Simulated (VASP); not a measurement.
# Zn (P6_3/mmc) in VASP: a series of runs

Zn is run at these levels: PBEsol; tasks: single point.

Program: VASP 6.6.1. These are calculated values, not measurements. Logs are shortened: lines on timing, memory, paths and dates and some standing lists are left out, and cuts for length are marked.

## Step 1: The cell of the first run

It takes space group P6_3/mmc (No. 194, hexagonal). The conventional cell has a = 2.638 Å, b = 2.638 Å, c = 4.947 Å, α = 90.00°, β = 90.00°, γ = 120.00°. Zn (site symmetry -6m2) has 12 Zn at 2.64 to 2.90 Å within 3.5 Å.

## Step 2: Single point, PBEsol (equal xx and yy strain of -1 %)

Contents of INCAR:

```
SYSTEM = Zn
PREC = Accurate
ENCUT = 520
EDIFF = 1E-6
ISMEAR = -1
SIGMA = 0.03
LREAL = .False.
LASPH = .True.
NELM = 100
ALGO = Normal
ISIF = 2
LWAVE = .False.
LCHARG = .False.
GGA = PS
NBANDS = 19
```

Contents of KPOINTS:

```
regular mesh
0
Gamma
  16 16 8
  0 0 0
```

Contents of POSCAR:

```
Zn
1.0
    2.6381500727      0.0000000000      0.0000000000
   -1.3190750363      2.2847049819      0.0000000000
    0.0000000000      0.0000000000      4.9467000000
Zn
2
Direct
    0.3333333333      0.6666666667      0.2500000000
    0.6666666667      0.3333333333      0.7500000000
```

Potentials or basis: VASP PAW PBE potentials, release 64 (Zn).

Launch:

```console
$ cat potpaw_PBE.64/Zn/POTCAR > POTCAR
$ mpirun -np 1 vasp_std > vasp.out
```

OUTCAR:

```text
SYSTEM = Zn
   PREC = Accurate
   ENCUT = 520
   EDIFF = 1E-6
   ISMEAR = -1
   LREAL = .False.
   LASPH = .True.
   NELM = 100
   ISIF = 2
   GGA = PS

 ion  position               nearest neighbor table
   1  0.333  0.667  0.250-   2 2.90   2 2.90   2 2.90   2 2.90   2 2.90   2 2.90
   2  0.667  0.333  0.750-   1 2.90   1 2.90   1 2.90   1 2.90   1 2.90   1 2.90

  LATTYP: Found a hexagonal cell.
 ALAT       =     2.6381500727
 C/A-ratio  =     1.8750639136

  Lattice vectors:

 A1 = (   2.6381500727,   0.0000000000,   0.0000000000)
 A2 = (  -1.3190750363,   2.2847049819,   0.0000000000)
 A3 = (   0.0000000000,   0.0000000000,   4.9467000000)

Analysis of symmetry for initial positions (statically):
=====================================================================
 Subroutine PRICEL returns:
 Original cell was already a primitive cell.

 Routine SETGRP: Setting up the symmetry group for a
 hexagonal supercell.

 Subroutine GETGRP returns: Found 24 space group operations
 (whereof 12 operations were pure point group operations)
 out of a pool of 24 trial point group operations.

The static configuration has the point symmetry D_3d.
 The point group associated with its full space group is D_6h.

Analysis of symmetry for dynamics (positions and initial velocities):
=====================================================================
 Subroutine PRICEL returns:
 Original cell was already a primitive cell.

 Routine SETGRP: Setting up the symmetry group for a
 hexagonal supercell.

 Subroutine GETGRP returns: Found 24 space group operations
 (whereof 12 operations were pure point group operations)
 out of a pool of 24 trial point group operations.

The dynamic configuration has the point symmetry D_3d.
 The point group associated with its full space group is D_6h.

 Subroutine INISYM returns: Found 24 space group operations
 (whereof 12 operations are pure point group operations),
 and found     1 'primitive' translations

----------------------------------------------------------------------------------------

                                     Primitive cell

  volume of cell :      29.8157

  direct lattice vectors                    reciprocal lattice vectors
     2.638150073  0.000000000  0.000000000     0.379053493  0.218846636  0.000000000
    -1.319075036  2.284704982  0.000000000     0.000000000  0.437693272  0.000000000
     0.000000000  0.000000000  4.946700000     0.000000000  0.000000000  0.202154972

[... 81 lines left out ...]
   ENCUT  =  520.0 eV  38.22 Ry    6.18 a.u.   4.91  4.91  9.20*2*pi/ulx,y,z
   NELM   =    100;   NELMIN=  2; NELMDL= -5     # of ELM steps
   EDIFF  = 0.1E-05   stopping-criterion for ELM
   LREAL  =      F    real-space projection
   EDIFFG = 0.1E-04   stopping-criterion for IOM
   NSW    =      0    number of steps for IOM
   IBRION =     -1    ionic relax: 0-MD 1-quasi-New 2-CG
   NFREE  =      0    steps in history (QN), initial steepest desc. (CG)
   ISIF   =      2    stress and relaxation
   ISYM   =      2    0-nonsym 1-usesym 2-fastsym
   POTIM  = 0.5000    time-step for ionic-motion
   TEBEG  =    0.0;   TEEND  =   0.0 temperature during run
   PSTRESS=    0.0 pullay stress
   NELECT =      24.0000    total number of electrons
   NUPDOWN=      -1.0000    fix difference up-down
   EMIN   =  10.00;   EMAX   =-10.00  energy-range for DOS
   EFERMI =   0.00;   METHOD = LEGACY
   ISMEAR =    -1;   SIGMA  =   0.03  broadening in eV -4-tet -1-fermi 0-gaus
   EFERMI_NEDOS =   21; number of points for ismear=-14 and -15
   IALGO  =     38    algorithm
   IMIX   =      4    mixing-type and parameters
     AMIX     =   0.40;   BMIX     =  1.00
     AMIX_MAG =   1.60;   BMIX_MAG =  1.00
  volume/ion in A,a.u.               =      14.91       100.60
  Fermi-wavevector in a.u.,A,eV,Ry     =   1.522872  2.877812 31.553819  2.319140
  Thomas-Fermi vector in A             =   2.631393
   LORBIT       =      0    0 simple, 1 ext, 2 COOP (PROOUT), +10 PAW based schemes
   GGA     = PS    functional components
   LHFCALC =     F    Hartree Fock is set to
   AEXX    =    0.0000 exact exchange contribution
   IVDW    =     0    specifies the selected vdW correction
   LEPSILON=     F    determine dielectric tensor
   LRPA    =     F    only Hartree local field effects (RPA)
 non-spin polarized calculation
  energy-cutoff  :      520.00
  volume of cell :       29.82
 maximum number of plane-waves:       823
 NGX is ok and might be reduce to    20
   NGX =  9   NGY =  9   NGZ = 19

 number of electron      24.0000026 magnetization

 Free energy of the ion-electron system (eV)
  ---------------------------------------------------
  ext. energy  EPLUGINS =         0.00000000
  ---------------------------------------------------
  free energy    TOTEN  =        -3.16606022 eV

  energy without entropy =       -3.16536282  energy(sigma->0) =       -3.16571152

 E-fermi :   3.1059     XC(G=0): -11.8042

 val. band max:        3.0697586704   @ k =   0.3750   0.2500   0.5000
 cond. band min:       3.1508044242   @ k =   0.3750   0.0625   0.0000
 fundamental gap:      0.0810457538
 Fermi energy:         3.1059223148

 k-point     1 :       0.0000    0.0000    0.0000
  band No.  band energies     occupation
      1      -7.4987      2.00000
      2      -5.6242      2.00000
      3      -4.8806      2.00000
      4      -4.6278      2.00000
      5      -4.6278      2.00000
      6      -4.5779      2.00000
[... 505 lines left out ...]
      6      -4.5844      2.00000
[... 11 lines left out ...]
     18      14.3152      0.00000
     19      15.6886      0.00000

 [... further k-points ...]

------------------------ aborting loop because EDIFF is reached ----------------------------------------

  FORCE on cell =-STRESS in cart. coord.  units (eV):
  Direction    XX          YY          ZZ          XY          YZ          ZX
  --------------------------------------------------------------------------------------
  -------------------------------------------------------------------------------------
  Total       -0.5650541     -0.5650541     -0.8401452     -0.0000000      0.0000000      0.0000000
  in kB      -30.3637519    -30.3637519    -45.1460467     -0.0000000      0.0000000      0.0000000
  external PRESSURE =     -35.2911835 kB  Pullay stress =       0.0000000 kB

 VOLUME and BASIS-vectors are now :
 -----------------------------------------------------------------------------
  energy-cutoff  :      520.00
  volume of cell :       29.82
      direct lattice vectors                 reciprocal lattice vectors
     2.638150073  0.000000000  0.000000000     0.379053493  0.218846636  0.000000000
    -1.319075036  2.284704982  0.000000000     0.000000000  0.437693272  0.000000000
     0.000000000  0.000000000  4.946700000     0.000000000  0.000000000  0.202154972

 POSITION                                       TOTAL-FORCE (eV/Angst)
 -----------------------------------------------------------------------------------
     -0.00000      1.52314      1.23667        -0.000000     -0.000000      0.000000
      1.31908      0.76157      3.71002         0.000000      0.000000      0.000000
 -----------------------------------------------------------------------------------
    total drift:                                0.000000     -0.000000      0.000000

  FREE ENERGIE OF THE ION-ELECTRON SYSTEM (eV)
  ---------------------------------------------------
  free  energy   TOTEN  =        -3.1660602250 eV

  energy  without entropy=       -3.1653628219  energy(sigma->0) =       -3.16571152
```

It took 32 s on 1 thread of Intel Xeon Platinum 8488C (Sapphire Rapids), shared host; peak memory 0.19 GiB.

Results:

* Free energy: -3.1661 eV
* Pressure: -3.5 GPa
* Band gap on the k mesh: zero (band 12 reaches 4.29 eV, above the bottom of band 13 at -0.06 eV)

Caveat: the cell differs from its parent crystal (equal xx and yy strain of -1 %); the PAW data sets were made with another functional, which shifts forces and pressure a little.

## Step 3: Single point, PBEsol (zz strain of +2 %)

Contents of INCAR:

```
SYSTEM = Zn
  PREC = Accurate
  ENCUT = 520
  EDIFF = 1E-6
  ISMEAR = -1
  SIGMA = 0.03
  LREAL = .False.
  LASPH = .True.
  NELM = 60
  ALGO = Normal
  ISIF = 2
  LWAVE = .False.
  LCHARG = .True.
  GGA = PS
  LELF = .True.
  LVHAR = .True.
  NBANDS = 19
```

Contents of KPOINTS:

```
Automatic mesh
0
Gamma
  16 16 8
  0 0 0
```

Contents of POSCAR:

```
Zn
1.0
    2.6647980532      0.0000000000      0.0000000000
   -1.3323990266      2.3077828100      0.0000000000
    0.0000000000      0.0000000000      5.0456340000
Zn
2
Direct
    0.3333333333      0.6666666667      0.2500000000
    0.6666666667      0.3333333333      0.7500000000
```

Potentials or basis: VASP PAW PBE potentials, release 64 (Zn).

Launch:

```console
$ cat potpaw_PBE.64/Zn/POTCAR > POTCAR
$ mpirun -np 1 vasp_std > vasp.out
```

Run time: 36 s. Hardware: 1 thread of Intel Xeon Platinum 8488C (Sapphire Rapids), shared host; peak memory 0.19 GiB.

Results (log left out):

```
Free energy            : -3.1285 eV
Pressure               : -5.9 GPa
Band gap on the k mesh : zero (band 12 reaches 3.88 eV, above the bottom of band 13 at -0.47 eV)
```

Stress tensor (GPa, compression positive):
```
-5.68  0.00  0.00
 0.00 -5.68  0.00
 0.00  0.00 -6.39
```

Levels at points of the mesh, in eV from the Fermi level:
```
           k point  band 10  band 11  band 12  band 13  band 14  band 15
(0.00, 0.00, 0.00)    -7.02    -7.02    -3.62    -3.25    12.80    16.51
(0.50, 0.00, 0.00)    -6.81    -2.71    -2.05     2.45     3.53     3.87
(0.00, 0.00, 0.50)    -7.10    -7.10    -7.10     4.17     4.17    18.77
(0.50, 0.00, 0.50)    -6.82    -1.77    -1.77     0.15     0.15     9.75
```

Caveat: the cell differs from its parent crystal (zz strain of +2 %); the PAW data sets were made with another functional, which shifts forces and pressure a little.
